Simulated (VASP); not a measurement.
MgS: single point with PBEsol+D4

The system is MgS.

```xyz
4
Lattice="4.0089 0.0000 0.0000 -2.0045 3.4718 0.0000 0.0000 0.0000 6.3751" Properties=species:S:1:pos:R:3 pbc="T T T"
S     2.0045    1.1573    5.6034
S     0.0000    2.3145    2.4158
Mg    0.0000    2.3145    6.3499
Mg    2.0045    1.1573    3.1623
```

| Item | Value |
| --- | --- |
| Program | VASP 6.6.1 |
| Task | single point |
| Functional | PBEsol |
| Dispersion | D4 |
| Potentials or basis | VASP PAW PBE potentials, release 64 (S, Mg) |
| Cutoff | 520 eV |
| k mesh | 8 × 8 × 4 |
| Occupations | fermi-dirac, width 0.05 eV |
| Spin | no spin polarisation |

The pressure is -0.1 GPa and the band gap on the k mesh is 3.38 eV. The dispersion energy per atom is -0.135 eV.

Forces in eV/Å, atoms in the order of the input:
```
S    0.000  0.000 -0.002
S    0.000  0.000 -0.002
Mg   0.000  0.000  0.002
Mg   0.000  0.000  0.002
```

Levels at points of the mesh, in eV from the valence-band top:
```tsv
k point	band 5	band 6	band 7	band 8	band 9	band 10	band 11	band 12
(0.00, 0.00, 0.00)	-0.60	-0.17	-0.17	0.00	3.38	4.62	7.42	7.42
(0.50, 0.00, 0.00)	-1.97	-1.30	-0.99	-0.49	4.58	5.07	5.75	7.40
(0.00, 0.00, 0.50)	-0.39	-0.39	-0.39	-0.39	4.87	4.87	7.56	7.56
(0.50, 0.00, 0.50)	-0.93	-0.93	-0.84	-0.84	4.51	4.51	6.23	6.23
```

It took 69 s on 1 thread of Intel Xeon 8259CL (shared host), peak memory 0.21 GiB.

Caveat: the PAW data sets were made with another functional, which shifts forces and pressure a little.
